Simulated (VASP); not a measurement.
# SnRu2 (P6/mmm) in VASP: a series of runs

Runs on SnRu2. Level: PBE. Tasks: single point, relaxation of cell and atoms.

All numbers are computed with VASP 6.6.1; they aren't measurements. Logs are shortened: lines on timing, memory, paths and dates and some standing lists are left out, and cuts for length are marked.

## Step 1: The cell of the first run

Symmetry: P6/mmm, No. 191, hexagonal system. Conventional cell: a = 4.376 Å, b = 4.376 Å, c = 2.991 Å, α = 90.00°, β = 90.00°, γ = 120.00°. Within 3.9 Å of Sn (site symmetry 6/mmm) lie 12 Ru at 2.94 Å and 2 Sn at 2.99 Å. Ru (site symmetry -6m2) has 5 Ru at 2.53 to 2.99 Å and 6 Sn at 2.94 Å within 3.3 Å.

## Step 2: Single point, PBE

INCAR reads:

```
SYSTEM = SnRu2
PREC = Accurate ; ENCUT = 520
EDIFF = 1E-6 ; ISMEAR = 0
SIGMA = 0.1 ; LREAL = .False.
LASPH = .True. ; NELM = 80
ALGO = Fast ; ISIF = 2
LWAVE = .False. ; LCHARG = .False.
GGA = PE ; NBANDS = 28
```

KPOINTS reads:

```
regular mesh
0
Gamma
  12 12 16
  0 0 0
```

POSCAR reads:

```
SnRu2
1.0
    4.3759738534      0.0000000000      0.0000000000
   -2.1879869267      3.7897045233      0.0000000000
    0.0000000000      0.0000000000      2.9912932515
Sn Ru
1 2
Direct
    0.0000000000      0.0000000000      0.0000000000
    0.3333333333      0.6666666667      0.5000000000
    0.6666666667      0.3333333333      0.5000000000
```

Potentials or basis: VASP PAW PBE potentials, release 64 (Sn_d, Ru_pv).

Started as:

```
$ cat potpaw_PBE.64/Sn_d/POTCAR potpaw_PBE.64/Ru_pv/POTCAR > POTCAR
$ mpirun -np 1 vasp_std > vasp.out
```

OUTCAR:

```text
SYSTEM = SnRu2
   PREC = Accurate
   ENCUT = 520
   EDIFF = 1E-6
   ISMEAR = 0
   LREAL = .False.
   LASPH = .True.
   NELM = 80
   ISIF = 2
   GGA = PE

 ion  position               nearest neighbor table
   1  0.000  0.000  0.000-   2 2.94   3 2.94   2 2.94   3 2.94   2 2.94   2 2.94   3 2.94   3 2.94
                             3 2.94   3 2.94   2 2.94   2 2.94
   2  0.333  0.667  0.500-   3 2.53   3 2.53   3 2.53   1 2.94   1 2.94   1 2.94   1 2.94   1 2.94
                             1 2.94
   3  0.667  0.333  0.500-   2 2.53   2 2.53   2 2.53   1 2.94   1 2.94   1 2.94   1 2.94   1 2.94
                             1 2.94

  LATTYP: Found a hexagonal cell.
 ALAT       =     4.3759738534
 C/A-ratio  =     0.6835720120

  Lattice vectors:

 A1 = (   4.3759738534,   0.0000000000,   0.0000000000)
 A2 = (  -2.1879869267,   3.7897045233,   0.0000000000)
 A3 = (   0.0000000000,   0.0000000000,   2.9912932515)

Analysis of symmetry for initial positions (statically):
=====================================================================
 Subroutine PRICEL returns:
 Original cell was already a primitive cell.

 Routine SETGRP: Setting up the symmetry group for a
 hexagonal supercell.

 Subroutine GETGRP returns: Found 24 space group operations
 (whereof 24 operations were pure point group operations)
 out of a pool of 24 trial point group operations.

The static configuration has the point symmetry D_6h.

Analysis of symmetry for dynamics (positions and initial velocities):
=====================================================================
 Subroutine PRICEL returns:
 Original cell was already a primitive cell.

 Routine SETGRP: Setting up the symmetry group for a
 hexagonal supercell.

 Subroutine GETGRP returns: Found 24 space group operations
 (whereof 24 operations were pure point group operations)
 out of a pool of 24 trial point group operations.

The dynamic configuration has the point symmetry D_6h.

 Subroutine INISYM returns: Found 24 space group operations
 (whereof 24 operations are pure point group operations),
 and found     1 'primitive' translations

----------------------------------------------------------------------------------------

                                     Primitive cell

  volume of cell :      49.6066

  direct lattice vectors                    reciprocal lattice vectors
     4.375973853  0.000000000  0.000000000     0.228520561  0.131936407  0.000000000
    -2.187986927  3.789704523  0.000000000     0.000000000  0.263872815  0.000000000
     0.000000000  0.000000000  2.991293252     0.000000000  0.000000000  0.334303566

  length of vectors
     4.375973853  4.375973853  2.991293252     0.263872815  0.263872815  0.334303566

  position of ions in fractional coordinates (direct lattice)
     0.000000000  0.000000000  0.000000000
     0.333333333  0.666666667  0.500000000
     0.666666667  0.333333333  0.500000000

  ion indices of the primitive-cell ions
   primitive index   ion index
                 1           1
                 2           2
                 3           3

----------------------------------------------------------------------------------------

 KPOINTS: regular mesh

Automatic generation of k-mesh.
 Grid dimensions read from file:
 generate k-points for:   12   12   16

 Generating k-lattice:

  Cartesian coordinates                     Fractional coordinates (reciprocal lattice)
     0.019043380  0.010994701  0.000000000     0.083333333  0.000000000  0.000000000
     0.000000000  0.021989401  0.000000000     0.000000000  0.083333333  0.000000000
     0.000000000  0.000000000  0.020893973     0.000000000  0.000000000  0.062500000

  Length of vectors
     0.021989401  0.021989401  0.020893973

  Shift w.r.t. Gamma in fractional coordinates (k-lattice)
     0.000000000  0.000000000  0.000000000

 Subroutine IBZKPT returns following result:
 ===========================================

 Found    171 irreducible k-points:

 Following reciprocal coordinates:
            Coordinates               Weight
  0.000000  0.000000  0.000000      1.000000
  0.083333  0.000000  0.000000      6.000000
  0.166667  0.000000  0.000000      6.000000
  0.250000  0.000000  0.000000      6.000000
  0.333333  0.000000  0.000000      6.000000
  0.416667  0.000000  0.000000      6.000000
[... 16 lines left out ...]
  0.250000  0.000000  0.062500     12.000000
  0.333333  0.000000  0.062500     12.000000
 [... further k-points ...]
   k-points           NKPTS =    171   k-points in BZ     NKDIM =    171   number of bands    NBANDS=     28
   number of dos      NEDOS =    301   number of ions     NIONS =      3
   total plane-waves  NPLWV =  31104
   dimension x,y,z NGX =    36 NGY =   36 NGZ =   24
   dimension x,y,z NGXF=    72 NGYF=   72 NGZF=   48
   ions per type =               1   2
   NGX,Y,Z   is equivalent  to a cutoff of  13.68, 13.68, 13.34 a.u.
   NGXF,Y,Z  is equivalent  to a cutoff of  27.35, 27.35, 26.68 a.u.
 SYSTEM =  SnRu2
   PREC   = accura    normal or accurate (medium, high low for compatibility)
   ISTART =      0    job   : 0-new  1-cont  2-samecut
   ICHARG =      2    charge: 1-file 2-atom 10-const
   ISPIN  =      1    spin polarized calculation?
   LNONCOLLINEAR =      F non collinear calculations
   LSORBIT =      F    spin-orbit coupling
   LASPH  =      T    aspherical Exc in radial PAW
   ENCUT  =  520.0 eV  38.22 Ry    6.18 a.u.   8.14  8.14  5.56*2*pi/ulx,y,z
   NELM   =     80;   NELMIN=  2; NELMDL= -5     # of ELM steps
   EDIFF  = 0.1E-05   stopping-criterion for ELM
   LREAL  =      F    real-space projection
   EDIFFG = 0.1E-04   stopping-criterion for IOM
   NSW    =      0    number of steps for IOM
   IBRION =     -1    ionic relax: 0-MD 1-quasi-New 2-CG
   NFREE  =      0    steps in history (QN), initial steepest desc. (CG)
   ISIF   =      2    stress and relaxation
   ISYM   =      2    0-nonsym 1-usesym 2-fastsym
   POTIM  = 0.5000    time-step for ionic-motion
   TEBEG  =    0.0;   TEEND  =   0.0 temperature during run
   PSTRESS=    0.0 pullay stress
   NELECT =      42.0000    total number of electrons
   NUPDOWN=      -1.0000    fix difference up-down
   EMIN   =  10.00;   EMAX   =-10.00  energy-range for DOS
   EFERMI =   0.00;   METHOD = LEGACY
   ISMEAR =     0;   SIGMA  =   0.10  broadening in eV -4-tet -1-fermi 0-gaus
   EFERMI_NEDOS =   21; number of points for ismear=-14 and -15
   IALGO  =     68    algorithm
   IMIX   =      4    mixing-type and parameters
     AMIX     =   0.40;   BMIX     =  1.00
     AMIX_MAG =   1.60;   BMIX_MAG =  1.00
  volume/ion in A,a.u.               =      16.54       111.59
  Fermi-wavevector in a.u.,A,eV,Ry     =   1.548739  2.926692 32.634833  2.398593
  Thomas-Fermi vector in A             =   2.653646
   LORBIT       =      0    0 simple, 1 ext, 2 COOP (PROOUT), +10 PAW based schemes
   GGA     = PE    functional components
   LHFCALC =     F    Hartree Fock is set to
   AEXX    =    0.0000 exact exchange contribution
   IVDW    =     0    specifies the selected vdW correction
   LEPSILON=     F    determine dielectric tensor
   LRPA    =     F    only Hartree local field effects (RPA)
 non-spin polarized calculation
 RMM-DIIS sequential band-by-band and
 Gauss-broadening in eV      SIGMA  =   0.10
  energy-cutoff  :      520.00
  volume of cell :       49.61
 maximum number of plane-waves:      1356
 NGX is ok and might be reduce to    36
   NGX = 17   NGY = 17   NGZ = 11

 number of electron      41.9999994 magnetization

 Free energy of the ion-electron system (eV)
  ---------------------------------------------------
  ext. energy  EPLUGINS =         0.00000000
  ---------------------------------------------------
  free energy    TOTEN  =       -21.21748752 eV

  energy without entropy =      -21.19855332  energy(sigma->0) =      -21.20802042

 E-fermi :  11.7318     XC(G=0): -12.8641

 val. band max:       11.7312881030   @ k =   0.3333   0.1667   0.4375
 cond. band min:      11.7329904547   @ k =   0.3333   0.0000   0.2500
 fundamental gap:      0.0017023517
 Fermi energy:        11.7317768841

 k-point     1 :       0.0000    0.0000    0.0000
  band No.  band energies     occupation
      1     -31.2263      2.00000
      2     -31.2263      2.00000
      3     -30.6712      2.00000
      4     -30.5798      2.00000
      5     -30.5798      2.00000
      6     -30.5179      2.00000
[... 20 lines left out ...]
     27      16.3756      0.00000
     28      17.5259      0.00000

 k-point     2 :       0.0833    0.0000    0.0000
  band No.  band energies     occupation
      1     -31.2303      2.00000
      2     -31.2184      2.00000
      3     -30.6689      2.00000
      4     -30.5882      2.00000
      5     -30.5755      2.00000
      6     -30.5202      2.00000
[... 20 lines left out ...]
     27      17.4394      0.00000
     28      17.7214      0.00000

 k-point     3 :       0.1667    0.0000    0.0000
  band No.  band energies     occupation
      1     -31.2409      2.00000
      2     -31.1955      2.00000
      3     -30.6622      2.00000
      4     -30.6123      2.00000
      5     -30.5641      2.00000
      6     -30.5270      2.00000
[... 20 lines left out ...]
     27      18.2449      0.00000
     28      18.6353      0.00000

 k-point     4 :       0.2500    0.0000    0.0000
  band No.  band energies     occupation
      1     -31.2548      2.00000
      2     -31.1611      2.00000
      3     -30.6518      2.00000
      4     -30.6485      2.00000
      5     -30.5491      2.00000
      6     -30.5375      2.00000
[... 578 lines left out ...]
     27      18.2197      0.00000
     28      18.7017      0.00000

 k-point    23 :       0.2500    0.0000    0.0625
  band No.  band energies     occupation
      1     -31.2539      2.00000
      2     -31.1602      2.00000
      3     -30.6596      2.00000
      4     -30.6478      2.00000
      5     -30.5486      2.00000
      6     -30.5444      2.00000
[... 20 lines left out ...]
     27      19.0125      0.00000
     28      19.9630      0.00000

 k-point    24 :       0.3333    0.0000    0.0625
  band No.  band energies     occupation
      1     -31.2672      2.00000
      2     -31.1203      2.00000
      3     -30.6895      2.00000
      4     -30.6465      2.00000
      5     -30.5574      2.00000
      6     -30.5342      2.00000
[... 20 lines left out ...]
     27      20.0679      0.00000
     28      21.3010      0.00000

 [... further k-points ...]

------------------------ aborting loop because EDIFF is reached ----------------------------------------

  FORCE on cell =-STRESS in cart. coord.  units (eV):
  Direction    XX          YY          ZZ          XY          YZ          ZX
  --------------------------------------------------------------------------------------
  -------------------------------------------------------------------------------------
  Total        0.0384601      0.0384601      0.0156739      0.0000000      0.0000000      0.0000000
  in kB        1.2421710      1.2421710      0.5062313      0.0000000      0.0000000      0.0000000
  external PRESSURE =       0.9968578 kB  Pullay stress =       0.0000000 kB

 VOLUME and BASIS-vectors are now :
 -----------------------------------------------------------------------------
  energy-cutoff  :      520.00
  volume of cell :       49.61
      direct lattice vectors                 reciprocal lattice vectors
     4.375973853  0.000000000  0.000000000     0.228520561  0.131936407  0.000000000
    -2.187986927  3.789704523  0.000000000     0.000000000  0.263872815  0.000000000
     0.000000000  0.000000000  2.991293252     0.000000000  0.000000000  0.334303566

 POSITION                                       TOTAL-FORCE (eV/Angst)
 -----------------------------------------------------------------------------------
      0.00000      0.00000      0.00000        -0.000000      0.000000     -0.000000
     -0.00000      2.52647      1.49565         0.000000     -0.000000     -0.000000
      2.18799      1.26323      1.49565        -0.000000      0.000000      0.000000
 -----------------------------------------------------------------------------------
    total drift:                                0.000000     -0.000000     -0.000000

  FREE ENERGIE OF THE ION-ELECTRON SYSTEM (eV)
  ---------------------------------------------------
  free  energy   TOTEN  =       -21.2174875195 eV

  energy  without entropy=      -21.1985533225  energy(sigma->0) =      -21.20802042
```

Run time: 2.6 min. Hardware: 1 thread of AMD EPYC 9R45 (Zen 5), shared host; peak memory 0.3 GiB.

What came out:

```yaml
Free_energy: -21.2175 eV
Pressure: 0.1 GPa
Band_gap_on_the_k_mesh: zero (bands 21 and 22 overlap by 1.25 eV)
```

Caveat: spin-orbit coupling is left out, which moves the levels of the heavy elements.

## Step 3: Relaxation of cell and atoms, PBE

INCAR reads:

```
PREC = Accurate
ENCUT = 600
EDIFF = 1E-6
ISMEAR = 0
SIGMA = 0.1
LREAL = F
LASPH = T
NELM = 60
ALGO = Fast
ISIF = 3
LWAVE = F
LCHARG = F
GGA = PE
IBRION = 2
NSW = 100
EDIFFG = -0.01
```

KPOINTS reads:

```
regular mesh
0
Gamma
  12 12 16
```

POSCAR reads:

```
SnRu2
1.0
    4.3797674283      0.0000000000      0.0000000000
   -2.1898837142      3.7929898556      0.0000000000
    0.0000000000      0.0000000000      2.9882881475
Sn Ru
1 2
Direct
    0.0000000000      0.0000000000      0.0000000000
    0.3333333333      0.6666666667      0.5000000000
    0.6666666667      0.3333333333      0.5000000000
```

Potentials or basis: VASP PAW PBE potentials, release 64 (Sn_d, Ru_pv).

Started as:

```
$ cat potpaw_PBE.64/Sn_d/POTCAR potpaw_PBE.64/Ru_pv/POTCAR > POTCAR
$ mpirun -np 1 vasp_std > vasp.out
```

It took 9.1 min on 1 thread of AMD EPYC 9R45 (Zen 5), shared host; peak memory 0.34 GiB.

It converged, with:

* Free energy: -21.2173 eV
* Relaxed volume: 16.54 Å³/atom
* Relaxed cell: a = 4.377 Å, b = 4.377 Å, c = 2.991 Å, α = 90.00°, β = 90.00°, γ = 120.00°
* Space group after relaxing (to 0.1 Å): P6/mmm (No. 191)
* Energy gained by relaxing: 0.0 meV/atom
* Ionic steps: 8
* Pressure after relaxing: 0.0 GPa
* Band gap on the k mesh: zero (bands 21 and 22 overlap by 1.25 eV)

Final structure:
```
Sn Ru
1.0
     4.37684    0.00000    0.00000
    -2.18842    3.79045    0.00000
     0.00000    0.00000    2.99076
Sn Ru
1 2
Direct
  0.00000 0.00000 0.00000
  0.33333 0.66667 0.50000
  0.66667 0.33333 0.50000
```

Levels at points of the mesh, in eV from the Fermi level:
```tsv
k point	band 19	band 20	band 21	band 22	band 23	band 24
(0.00, 0.00, 0.00)	-1.64	-1.64	0.26	0.26	1.93	4.54
(0.50, 0.00, 0.00)	-1.72	-1.63	-0.19	0.08	0.60	0.81
(0.00, 0.00, 0.50)	-2.29	-1.91	-1.91	0.61	1.66	5.33
(0.50, 0.00, 0.50)	-0.45	0.28	0.30	1.11	1.34	1.76
```

Caveat: spin-orbit coupling is left out, which moves the levels of the heavy elements.
